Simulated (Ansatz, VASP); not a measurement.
**EuS: VASP beside Ansatz**

```
CELL_PARAMETERS angstrom
0.00000 2.91587 2.91587
2.91587 0.00000 2.91587
2.91587 2.91587 0.00000
ATOMIC_POSITIONS crystal
Eu 0.00000 0.00000 0.00000
S 0.50000 0.50000 0.50000
```

Alike in both runs: functional r2SCAN; dispersion rVV10; k mesh 9 × 9 × 9; collinear spin.

Ansatz relaxed the structure, and its values are those at the end. VASP's run is a single point on that final structure, the one shown.

```csv
,VASP,Ansatz
version,VASP 6.6.1,Ansatz 0.2.0
potentials or method,"VASP PAW PBE potentials, release 64 (Eu, S), cutoff 800 eV","plane waves, PAW"
occupations,"fermi-dirac, width 0.1 eV",fermi-dirac
valence electrons in the cell,23,23
```

|  | VASP | Ansatz | Ansatz less VASP |
| --- | --- | --- | --- |
| pressure (GPa) | -0.3 | 0.0 | +0.25 |
| net moment per atom (μB) | 3.48 | 3.48 | +0.004 |
| size of the moment on the site where the two differ most (μB) | 6.50 | 6.76 | +0.262 |

VASP's potentials were made for PBE, not for r2SCAN. Site moments also hang on the region over which each program counts them. Ansatz's warnings: given moment on shells, stress scf threshold loose.

Spin-orbit coupling is off throughout.
